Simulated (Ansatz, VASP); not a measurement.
**Two plane-wave programs on Si**

The input INCAR:

```
SYSTEM = Si
  PREC = Accurate
  ENCUT = 520
  EDIFF = 1E-7
  ISMEAR = 0
  SIGMA = 0.15
  LREAL = .FALSE.
  LASPH = .TRUE.
  NELM = 100
  ALGO = Normal
  ISIF = 2
  LWAVE = .FALSE.
  LCHARG = .TRUE.
  LELF = .TRUE.
  LVHAR = .TRUE.
  NBANDS = 8
```

KPOINTS

```
regular mesh
0
G
  24 24 20
  0 0 0
```

Contents of POSCAR:

```
Si
1.0
    2.6205428149      0.0000000000      0.0000000000
   -1.3102714075      2.2694566494      0.0000000000
    0.0000000000      0.0000000000      2.4416908461
Si
1
Direct
    0.0000000000      0.0000000000      0.0000000000
```

Input for Ansatz:

```yaml
crystal:
  lattice:
    - [2.6205428149, 0.0, 0.0]
    - [-1.3102714075, 2.2694566494, 0.0]
    - [0.0, 0.0, 2.4416908461]
  atoms:
    - { symbol: Si, position: [0.0, 0.0, 0.0] }
basis:
  ecutwfc: 420
kpoints:
  mp_grid: { grid: [24, 24, 20] }
hamiltonian:
  xc: lda
scf:
  occupations: { method: gaussian, width: 0.15 }
output:
  forces: true
  stress: true
  eigenvalues: true
```

Change from the starting cell: strain -0.0100 x Voigt [0, 0, 1, 0, 0, 0], atoms carried along.

Alike in both runs: task single point; functional LDA; k mesh 24 × 24 × 20; occupations gaussian, width 0.15 eV; no spin polarisation.

|  | VASP | Ansatz |
| --- | --- | --- |
| version | VASP 6.6.1 | Ansatz 0.2.0 |
| potentials or method | VASP PAW LDA potentials, release 64 (Si), cutoff 520 eV | scalar-relativistic, plane waves, PAW |
| valence electrons in the cell | 4 | 4 |

Ansatz gave:

```
gap on the k mesh at the Fermi level (eV)                     : none
pressure (GPa)                                                : 0.4
traceless stress, the component that is largest in VASP (GPa) : 1.42
```

Estimate VASP's values.

gap on the k mesh at the Fermi level (eV): none; pressure (GPa): 0.5; traceless stress, the component that is largest in VASP (GPa): 1.43.

LDA's correlation is that of Perdew and Zunger in VASP and of Perdew and Wang (1992) in Ansatz. A gap of «none» marks a metal or a gap that the smearing closes.
